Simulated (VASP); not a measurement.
A run of VASP 6.6.1 is set up as follows.

File POSCAR:

```
TaN
1.0
    0.0000000000      2.2113230000      2.2113230000
    2.2113230000      0.0000000000      2.2113230000
    2.2113230000      2.2113230000      0.0000000000
Ta N
1 1
Direct
    0.5000000000      0.5000000000      0.5000000000
    0.0000000000      0.0000000000      0.0000000000
```

INCAR.step1

```
PREC = Accurate
ENCUT = 770
ISMEAR = -1
SIGMA = 0.05
LREAL = F
LASPH = T
NELM = 200
LMAXMIX = 4
LDAU = T
LDAUTYPE = 2
LDAUL = 2 -1
LDAUU = 2 0
LDAUJ = 0 0
NBANDS = 16
GGA = PE
ALGO = Normal
EDIFF = 1E-5
LWAVE = T
LCHARG = F
GGA_COMPAT = F
```

Contents of INCAR.step2:

```
PREC = Accurate
ENCUT = 770
EDIFF = 1E-6
ISMEAR = -1
SIGMA = 0.05
LREAL = F
LASPH = T
NELM = 200
ALGO = Normal
ISIF = 2
LWAVE = F
LCHARG = F
LMAXMIX = 4
LDAU = T
LDAUTYPE = 2
LDAUL = 2 -1
LDAUU = 2 0
LDAUJ = 0 0
LDAUPRINT = 1
METAGGA = R2SCAN
LMIXTAU = T
NBANDS = 16
ISTART = 1
GGA_COMPAT = F
```

KPOINTS

```
regular mesh
0
Gamma
  10 10 10
```

Potentials or basis: VASP PAW PBE potentials, release 64 (Ta_sv_GW, N).

Launch:

```console
$ cat potpaw_PBE.64/Ta_sv_GW/POTCAR potpaw_PBE.64/N/POTCAR > POTCAR
$ cp INCAR.step1 INCAR
$ mpirun -np 1 vasp_std > vasp.out
$ cp INCAR.step2 INCAR
$ mpirun -np 1 vasp_std > vasp.out
```

Task: Predict the pressure.

Result: -0.4 GPa.

Task: What does it give for the band gap on the k mesh?

Result: Zero (bands 9 and 10 overlap by 4.03 eV).

Eigenvalues of the final occupation matrices:
```
    site  spin  trace               eigenvalues
site 1 d     1   1.15  0.19 0.19 0.26 0.26 0.26
site 1 d     2   1.15  0.19 0.19 0.26 0.26 0.26
```

Caveat: the PAW data sets were made with another functional, which shifts forces and pressure a little; spin-orbit coupling is left out, which moves the levels of the heavy elements; U without spin polarisation on a metal has little footing.
